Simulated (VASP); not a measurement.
The system is BN.

```
CELL_PARAMETERS angstrom
2.49134 0.00000 0.00000
-1.24567 2.15756 0.00000
0.00000 0.00000 4.00106
ATOMIC_POSITIONS crystal
B 0.00000 0.00000 0.00000
B 0.00000 0.00000 0.50000
N 0.33333 0.66667 0.25000
N 0.66667 0.33333 0.75000
```

Base run:

| Property | Result |
| --- | --- |
| Program | VASP 6.6.1 |
| Functional | PBE |
| Potentials or basis | VASP PAW PBE potentials, release 64 (B, N) |
| Cutoff | 520 eV |
| k mesh | 9 × 9 × 6 |
| Occupations | gaussian, width 0.01 eV |
| Spin | no spin polarisation |

Its results: band gap on the k mesh 1.61 eV (least direct gap 5.20 eV); electronic dielectric tensor (diagonal) 8.14, 8.14, 9.22.

**Question.** The run is repeated on the same cell with these changes: functional from PBE to r2SCAN. What comes out?

**Answer.** Band gap on the k mesh 1.85 eV (least direct gap 5.67 eV); electronic dielectric tensor (diagonal) 7.66, 7.66, 8.58.

Caveats: an odd mesh through Γ misses points on the zone boundary, where band edges can lie.
